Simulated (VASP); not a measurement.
Here is a VASP 6.6.1 calculation.

File INCAR:

```
SYSTEM = WC
PREC = Accurate ; ENCUT = 520
EDIFF = 1E-7 ; ISMEAR = -1
SIGMA = 0.05 ; LREAL = .FALSE.
LASPH = .TRUE. ; NELM = 60
ALGO = Normal ; ISIF = 2
LWAVE = .FALSE. ; LCHARG = .TRUE.
GGA = RP ; IVDW = 12
LELF = .TRUE. ; LVHAR = .TRUE.
NBANDS = 16
```

The input KPOINTS:

```
Automatic mesh
0
G
  10 10 9
  0 0 0
```

File POSCAR:

```
WC
1.0
    2.8253993148      0.0000000000      0.0000000000
   -1.4126996574      2.4468675825      0.0000000000
    0.0000000000      0.0000000000      2.7708322021
W C
1 1
Direct
    0.0000000000      0.0000000000      0.0000000000
    0.6666666667      0.3333333333      0.5000000000
```

Potentials or basis: VASP PAW PBE potentials, release 64 (W_sv, C).

Command:

```sh
$ cat potpaw_PBE.64/W_sv/POTCAR potpaw_PBE.64/C/POTCAR > POTCAR
$ mpirun -np 1 vasp_std > vasp.out
```

Question: Predict the pressure.

Answer: 1.6 GPa.

Question: Predict the dispersion energy per atom.

Answer: -2.869 eV.

Stress tensor (GPa, compression positive):
```
1.49 0.00 0.00
0.00 1.49 0.00
0.00 0.00 1.86
```

Caveat: the PAW data sets were made with another functional, which shifts forces and pressure a little; pairwise dispersion overbinds metals, which lowers pressure and volume.
